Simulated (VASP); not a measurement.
# CsSi3 (P-3m1) in VASP: single point with PBE

Aim: the single point of CsSi3 with PBE.

Program: VASP 6.6.1. These are calculated values, not measurements. Logs are shortened: lines on timing, memory, paths and dates and some standing lists are left out, and cuts for length are marked.

## 1. The cell of the first run

Symmetry: P-3m1, No. 164, trigonal system. Conventional cell: a = 4.079 Å, b = 4.079 Å, c = 7.552 Å, α = 90.00°, β = 90.00°, γ = 120.00°. Within 5.2 Å of Cs (site symmetry -3m) lie 14 Si at 3.78 to 5.17 Å and 6 Cs at 4.08 Å. Si (site symmetry -3m) has 6 Si at 2.49 Å within 3.3 Å. Si (site symmetry 3m) has 6 Si at 2.49 to 2.87 Å within 3.3 Å.

## 2. Single point, PBE

File POSCAR:

```
CsSi3
1.0
    4.0788487469      0.0000000000      0.0000000000
   -2.0394243735      3.5323866330      0.0000000000
    0.0000000000      0.0000000000      7.5518030515
Cs Si
1 3
Direct
    0.0000000000      0.0000000000      0.5000000000
    0.0000000000      0.0000000000      0.0000000000
    0.3333333333      0.6666666667      0.1090347229
    0.6666666667      0.3333333333      0.8909652771
```

File INCAR.step1:

```
SYSTEM = CsSi3
ALGO = Fast ; EDIFF = 1E-6
ENCUT = 520 ; GGA = PE
ISIF = 2 ; ISMEAR = 0
LASPH = .True. ; LCHARG = .True.
LREAL = .False. ; LWAVE = .False.
NBANDS = 18 ; NELM = 100
PREC = Accurate ; SIGMA = 0.1
```

File KPOINTS.step1:

```
k-points
0
Gamma
  12 12 6
  0 0 0
```

File INCAR.step2:

```
SYSTEM = CsSi3
ALGO = Fast ; EDIFF = 1E-6
ENCUT = 520 ; GGA = PE
ICHARG = 11 ; ISIF = 2
ISMEAR = -5 ; LASPH = .True.
LCHARG = .False. ; LORBIT = 11
LREAL = .False. ; LWAVE = .False.
NEDOS = 2001 ; NELM = 100
PREC = Accurate ; SIGMA = 0.1
```

File KPOINTS.step2:

```
k-points
0
Gamma
  18 18 9
  0 0 0
```

Potentials or basis: VASP PAW PBE potentials, release 64 (Cs_sv, Si).

The run is started by

```
$ cat potpaw_PBE.64/Cs_sv/POTCAR potpaw_PBE.64/Si/POTCAR > POTCAR
$ cp INCAR.step1 INCAR
$ cp KPOINTS.step1 KPOINTS
$ mpirun -np 1 vasp_std > vasp.out
$ cp INCAR.step2 INCAR
$ cp KPOINTS.step2 KPOINTS
$ mpirun -np 1 vasp_std > vasp.out
```

OUTCAR:

```text
SYSTEM = CsSi3
   EDIFF = 1E-6
   ENCUT = 520
   GGA = PE
   ICHARG = 11
   ISIF = 2
   ISMEAR = -5
   LASPH = .True.
   LORBIT = 11
   LREAL = .False.
   NELM = 100
   PREC = Accurate

 ion  position               nearest neighbor table
   1  0.000  0.000  0.500-
   2  0.000  0.000  0.000-   3 2.49   4 2.49   4 2.49   3 2.49   4 2.49   3 2.49
   3  0.333  0.667  0.109-   2 2.49   2 2.49   2 2.49   4 2.87   4 2.87   4 2.87
   4  0.667  0.333  0.891-   2 2.49   2 2.49   2 2.49   3 2.87   3 2.87   3 2.87

  LATTYP: Found a hexagonal cell.
 ALAT       =     4.0788487469
 C/A-ratio  =     1.8514545452

  Lattice vectors:

 A1 = (   4.0788487469,   0.0000000000,   0.0000000000)
 A2 = (  -2.0394243735,   3.5323866330,   0.0000000000)
 A3 = (   0.0000000000,   0.0000000000,   7.5518030515)

Analysis of symmetry for initial positions (statically):
=====================================================================
 Subroutine PRICEL returns:
 Original cell was already a primitive cell.

 Routine SETGRP: Setting up the symmetry group for a
 hexagonal supercell.

 Subroutine GETGRP returns: Found 12 space group operations
 (whereof 12 operations were pure point group operations)
 out of a pool of 24 trial point group operations.

The static configuration has the point symmetry D_3d.

Analysis of symmetry for dynamics (positions and initial velocities):
=====================================================================
 Subroutine PRICEL returns:
 Original cell was already a primitive cell.

 Routine SETGRP: Setting up the symmetry group for a
 hexagonal supercell.

 Subroutine GETGRP returns: Found 12 space group operations
 (whereof 12 operations were pure point group operations)
 out of a pool of 24 trial point group operations.

The dynamic configuration has the point symmetry D_3d.

 Subroutine INISYM returns: Found 12 space group operations
 (whereof 12 operations are pure point group operations),
 and found     1 'primitive' translations

----------------------------------------------------------------------------------------

                                     Primitive cell

  volume of cell :     108.8069

  direct lattice vectors                    reciprocal lattice vectors
     4.078848747  0.000000000  0.000000000     0.245167218  0.141547359  0.000000000
    -2.039424374  3.532386633  0.000000000     0.000000000  0.283094719  0.000000000
     0.000000000  0.000000000  7.551803052     0.000000000  0.000000000  0.132418708

  length of vectors
     4.078848747  4.078848747  7.551803052     0.283094719  0.283094719  0.132418708

  position of ions in fractional coordinates (direct lattice)
     0.000000000  0.000000000  0.500000000
     0.000000000  0.000000000  0.000000000
     0.333333333  0.666666667  0.109034723
     0.666666667  0.333333333  0.890965277

  ion indices of the primitive-cell ions
   primitive index   ion index
                 1           1
                 2           2
                 3           3
                 4           4

----------------------------------------------------------------------------------------

 KPOINTS: k-points

Automatic generation of k-mesh.
 Grid dimensions read from file:
 generate k-points for:   18   18    9

 Generating k-lattice:

  Cartesian coordinates                     Fractional coordinates (reciprocal lattice)
     0.013620401  0.007863742  0.000000000     0.055555556  0.000000000  0.000000000
     0.000000000  0.015727484  0.000000000     0.000000000  0.055555556  0.000000000
     0.000000000  0.000000000  0.014713190     0.000000000  0.000000000  0.111111111

  Length of vectors
     0.015727484  0.015727484  0.014713190

  Shift w.r.t. Gamma in fractional coordinates (k-lattice)
     0.000000000  0.000000000  0.000000000

 TETIRR: Found   4263 inequivalent tetrahedra from    17496

 Subroutine IBZKPT returns following result:
 ===========================================

 Found    293 irreducible k-points:

 Following reciprocal coordinates:
            Coordinates               Weight
  0.000000  0.000000  0.000000      1.000000
  0.055556  0.000000  0.000000      6.000000
  0.111111  0.000000  0.000000      6.000000
  0.166667  0.000000  0.000000      6.000000
  0.222222  0.000000  0.000000      6.000000
  0.277778  0.000000  0.000000      6.000000
[... 16 lines left out ...]
  0.333333  0.111111  0.000000     12.000000
  0.388889  0.111111  0.000000     12.000000
 [... further k-points ...]
   k-points           NKPTS =    293   k-points in BZ     NKDIM =    293   number of bands    NBANDS=     14
   number of dos      NEDOS =   2001   number of ions     NIONS =      4
   total plane-waves  NPLWV =  50400
   dimension x,y,z NGX =    30 NGY =   30 NGZ =   56
   dimension x,y,z NGXF=    60 NGYF=   60 NGZF=  112
   ions per type =               1   3
   NGX,Y,Z   is equivalent  to a cutoff of  12.23, 12.23, 12.33 a.u.
   NGXF,Y,Z  is equivalent  to a cutoff of  24.45, 24.45, 24.66 a.u.
 SYSTEM =  CsSi3
   PREC   = accura    normal or accurate (medium, high low for compatibility)
   ISTART =      0    job   : 0-new  1-cont  2-samecut
   ICHARG =     11    charge: 1-file 2-atom 10-const
   ISPIN  =      1    spin polarized calculation?
   LNONCOLLINEAR =      F non collinear calculations
   LSORBIT =      F    spin-orbit coupling
   LASPH  =      T    aspherical Exc in radial PAW
   ENCUT  =  520.0 eV  38.22 Ry    6.18 a.u.   7.58  7.58 14.04*2*pi/ulx,y,z
   NELM   =    100;   NELMIN=  2; NELMDL=  0     # of ELM steps
   EDIFF  = 0.1E-05   stopping-criterion for ELM
   LREAL  =      F    real-space projection
   EDIFFG = 0.1E-04   stopping-criterion for IOM
   NSW    =      0    number of steps for IOM
   IBRION =     -1    ionic relax: 0-MD 1-quasi-New 2-CG
   NFREE  =      0    steps in history (QN), initial steepest desc. (CG)
   ISIF   =      2    stress and relaxation
   ISYM   =      2    0-nonsym 1-usesym 2-fastsym
   POTIM  = 0.5000    time-step for ionic-motion
   TEBEG  =    0.0;   TEEND  =   0.0 temperature during run
   PSTRESS=    0.0 pullay stress
   NELECT =      21.0000    total number of electrons
   NUPDOWN=      -1.0000    fix difference up-down
   EMIN   =  10.00;   EMAX   =-10.00  energy-range for DOS
   EFERMI =   0.00;   METHOD = LEGACY
   ISMEAR =    -5;   SIGMA  =   0.10  broadening in eV -4-tet -1-fermi 0-gaus
   EFERMI_NEDOS =   21; number of points for ismear=-14 and -15
   IALGO  =     68    algorithm
   IMIX   =      4    mixing-type and parameters
     AMIX     =   0.40;   BMIX     =  1.00
     AMIX_MAG =   1.60;   BMIX_MAG =  1.00
  volume/ion in A,a.u.               =      27.20       183.57
  Fermi-wavevector in a.u.,A,eV,Ry     =   0.946083  1.787837 12.178200  0.895072
  Thomas-Fermi vector in A             =   2.074046
   LORBIT       =     11    0 simple, 1 ext, 2 COOP (PROOUT), +10 PAW based schemes
   GGA     = PE    functional components
   LHFCALC =     F    Hartree Fock is set to
   AEXX    =    0.0000 exact exchange contribution
   IVDW    =     0    specifies the selected vdW correction
   LEPSILON=     F    determine dielectric tensor
   LRPA    =     F    only Hartree local field effects (RPA)
 non-spin polarized calculation
 RMM-DIIS sequential band-by-band and
 Fermi weights with tetrahedron method with Bloechl corrections
  energy-cutoff  :      520.00
  volume of cell :      108.81
 maximum number of plane-waves:      2959

 number of electron      21.0000001 magnetization

 Free energy of the ion-electron system (eV)
  ---------------------------------------------------
  ext. energy  EPLUGINS =         0.00000000
  ---------------------------------------------------
  free energy    TOTEN  =       -15.83709874 eV

  energy without entropy =      -15.83709874  energy(sigma->0) =      -15.83709874

 E-fermi :   4.8200     XC(G=0):  -8.8301

 val. band max:        4.8536404586   @ k =   0.4444   0.0000   0.0000
 cond. band min:       4.7731542856   @ k =   0.0000   0.0000   0.0000
 fundamental gap:     -0.0804861730
 Fermi energy:         4.8200022799

 k-point     1 :       0.0000    0.0000    0.0000
  band No.  band energies     occupation
      1     -18.4113      2.00000
      2      -7.4182      2.00000
      3      -5.3979      2.00000
      4      -4.6888      2.00000
      5      -4.6888      2.00000
      6      -1.1591      2.00000
      7       2.5183      2.00000
      8       2.7956      2.00000
      9       2.7956      2.00000
     10       3.6353      2.00000
     11       3.6353      2.00000
     12       4.7732      0.21716
     13       5.9628      0.00000
     14       6.2352      0.00000

 k-point     2 :       0.0556    0.0000    0.0000
  band No.  band energies     occupation
      1     -18.4066      2.00000
      2      -7.3838      2.00000
      3      -5.3866      2.00000
      4      -4.7349      2.00000
      5      -4.6983      2.00000
      6      -1.1521      2.00000
      7       2.1861      2.00000
      8       2.5538      2.00000
      9       2.6732      2.00000
     10       3.6245      2.00000
     11       3.9205      2.00000
     12       5.0990     -0.01909
     13       6.2494      0.00000
     14       6.3105      0.00000
[... 343 lines left out ...]
      1     -18.2639      2.00000
      2      -5.9427      2.00000
      3      -5.5154      2.00000
      4      -5.0594      2.00000
      5      -5.0245      2.00000
      6      -3.1637      2.00000
      7      -1.0483      2.00000
      8       0.8074      2.00000
      9       2.3434      2.00000
     10       4.0200      2.00000
     11       4.3699      2.07622
     12       5.6310      0.00000
     13       6.2894      0.00000
     14       7.9993      0.00000

 k-point    24 :       0.3889    0.1111    0.0000
  band No.  band energies     occupation
      1     -18.2504      2.00000
      2      -5.9664      2.00000
      3      -5.1270      2.00000
      4      -5.0537      2.00000
      5      -4.9854      2.00000
      6      -3.8299      2.00000
      7      -1.1045      2.00000
      8       0.9683      2.00000
      9       2.0547      2.00000
     10       3.9506      2.00000
     11       4.3402      2.00000
     12       5.6260      0.00000
     13       6.2929      0.00000
     14       7.9344      0.00000

 [... further k-points ...]

------------------------ aborting loop because EDIFF is reached ----------------------------------------

  FORCE on cell =-STRESS in cart. coord.  units (eV):
  Direction    XX          YY          ZZ          XY          YZ          ZX
  --------------------------------------------------------------------------------------
  -------------------------------------------------------------------------------------
  Total       -0.0453032     -0.0453032      0.0721189      0.0000000      0.0000000     -0.0000000
  in kB       -0.6670875     -0.6670875      1.0619475      0.0000000      0.0000000     -0.0000000
  external PRESSURE =      -0.0907425 kB  Pullay stress =       0.0000000 kB

 VOLUME and BASIS-vectors are now :
 -----------------------------------------------------------------------------
  energy-cutoff  :      520.00
  volume of cell :      108.81
      direct lattice vectors                 reciprocal lattice vectors
     4.078848747  0.000000000  0.000000000     0.245167218  0.141547359  0.000000000
    -2.039424374  3.532386633  0.000000000     0.000000000  0.283094719  0.000000000
     0.000000000  0.000000000  7.551803052     0.000000000  0.000000000  0.132418708

 POSITION                                       TOTAL-FORCE (eV/Angst)
 -----------------------------------------------------------------------------------
      0.00000      0.00000      3.77590         0.000000      0.000000      0.000000
      0.00000      0.00000      0.00000        -0.000000      0.000000      0.000000
     -0.00000      2.35492      0.82341         0.000000      0.000000     -0.014851
      2.03942      1.17746      6.72839        -0.000000     -0.000000      0.014851
 -----------------------------------------------------------------------------------
    total drift:                                0.000000     -0.000000     -0.000000

  FREE ENERGIE OF THE ION-ELECTRON SYSTEM (eV)
  ---------------------------------------------------
  free  energy   TOTEN  =       -15.8370987441 eV

  energy  without entropy=      -15.8370987441  energy(sigma->0) =      -15.83709874

 total charge

# of ion       s       p       d       tot
------------------------------------------
    1        1.839   4.680   0.061   6.580
    2        0.764   0.843   0.000   1.607
    3        0.835   0.750   0.000   1.585
    4        0.835   0.750   0.000   1.585
--------------------------------------------------
tot          4.274   7.023   0.061  11.358
```

Wall time 5.1 min (1 thread of Oxide Virtual Turin-like, shared host); peak memory 0.5 GiB.

Results:

```
Valence electrons inside the program's atomic spheres : Cs 6.58; Si 1.61, 1.58 (each value once)
```

Caveat: spin-orbit coupling is left out, which moves the levels of the heavy elements.
